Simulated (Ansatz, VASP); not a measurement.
Ge in VASP and in Ansatz

The input INCAR:

```
SYSTEM = Ge
PREC     = Accurate       ! precision mode
ENCUT    = 520            ! plane-wave cutoff, eV
EDIFF    = 1E-6           ! SCF threshold, eV
ISMEAR   = 0              ! smearing method
SIGMA    = 0.15           ! smearing width, eV
LREAL    = .FALSE.        ! projectors in reciprocal space
LASPH    = .TRUE.         ! aspherical terms in the spheres
NELM     = 80             ! most SCF steps
ALGO     = Normal         ! electronic algorithm
ISIF     = 2              ! what is computed and relaxed
LWAVE    = .FALSE.        ! write WAVECAR
LCHARG   = .FALSE.        ! write CHGCAR
GGA      = PS             ! functional
NBANDS   = 21             ! bands
```

KPOINTS

```
Automatic mesh
0
G
  20 20 20
  0 0 0
```

File POSCAR:

```
Ge
1.0
   -2.4618557938      2.4618557938      1.3974126432
    2.4618557938     -2.4618557938      1.3974126432
    2.6871236442      2.6871236442     -1.3974126432
Ge
2
Direct
    0.2500000000      0.7500000000      0.5000000000
    0.5000000000      0.5000000000      0.0000000000
```

Input for Ansatz:

```yaml
crystal:
  lattice:
    - [-2.4618557938, 2.4618557938, 1.3974126432]
    - [2.4618557938, -2.4618557938, 1.3974126432]
    - [2.6871236442, 2.6871236442, -1.3974126432]
  atoms:
    - { symbol: Ge, position: [0.25, 0.75, 0.5] }
    - { symbol: Ge, position: [0.5, 0.5, 0.0] }
basis:
  ecutwfc: 420
kpoints:
  mp_grid: { grid: [20, 20, 20] }
hamiltonian:
  xc: pbesol
scf:
  occupations: { method: gaussian, width: 0.15 }
output:
  forces: true
  stress: true
  eigenvalues: true
```

Change from the starting cell: strain +0.0875 x Voigt [0, 0, 0, 0, 0, 1], atoms carried along.

Alike in both runs: task single point; functional PBEsol; k mesh 20 × 20 × 20; occupations gaussian, width 0.15 eV; no spin polarisation.

|  | VASP | Ansatz |
| --- | --- | --- |
| version | VASP 6.6.1 | Ansatz 0.2.0 |
| potentials or method | VASP PAW PBE potentials, release 64 (Ge_d), cutoff 520 eV | scalar-relativistic, plane waves, PAW |
| valence electrons in the cell | 28 | 28 |

Ansatz gave:

```
gap on the k mesh at the Fermi level (eV)                     : none
pressure (GPa)                                                : -0.4
traceless stress, the component that is largest in VASP (GPa) : -3.96
```

**Question.** Which values does VASP return?

**Answer.** gap on the k mesh at the Fermi level (eV): none; pressure (GPa): -0.4; traceless stress, the component that is largest in VASP (GPa): -3.95.

VASP's potentials were made for PBE, not for PBEsol. A gap of «none» marks a metal or a gap that the smearing closes.
